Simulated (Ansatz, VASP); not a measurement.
**Pb: VASP beside Ansatz**

```
CELL_PARAMETERS angstrom
2.74682 1.58588 3.01862
-2.74682 1.58588 3.01862
0.00000 -3.17176 3.01862
ATOMIC_POSITIONS crystal
Pb 0.33333 0.33333 0.33333
Pb 0.66667 0.66667 0.66667
```

Alike in both runs: task relaxation of cell and atoms; functional PBE; k mesh 6 × 6 × 6; occupations gaussian, width 0.1 eV; no spin polarisation.

|  | VASP | Ansatz |
| --- | --- | --- |
| version | VASP 6.6.1 | Ansatz 0.2.0 |
| potentials or method | VASP PAW PBE potentials, release 64 (Pb_d), cutoff 600 eV | scalar-relativistic, plane waves, PAW |
| valence electrons in the cell | 28 | 28 |

|  | VASP | Ansatz | Ansatz less VASP |
| --- | --- | --- | --- |
| gap on the k mesh at the Fermi level, each at its own relaxed structure (eV) | none | none | - |
| relaxed volume (Å³/atom) | 31.60 | 31.68 | +0.087 |
| relaxed cell length with the largest relative difference (Å) | 3.983 | 3.987 | +0.0040 |

A gap of «none» marks a metal or a gap that the smearing closes.

Neither program's run includes spin-orbit coupling. Noted on VASP's run: the volume moved by over 15 % at a fixed basis, so the end points are rough; too few bands were computed for a metal, which touches its energy and stress.
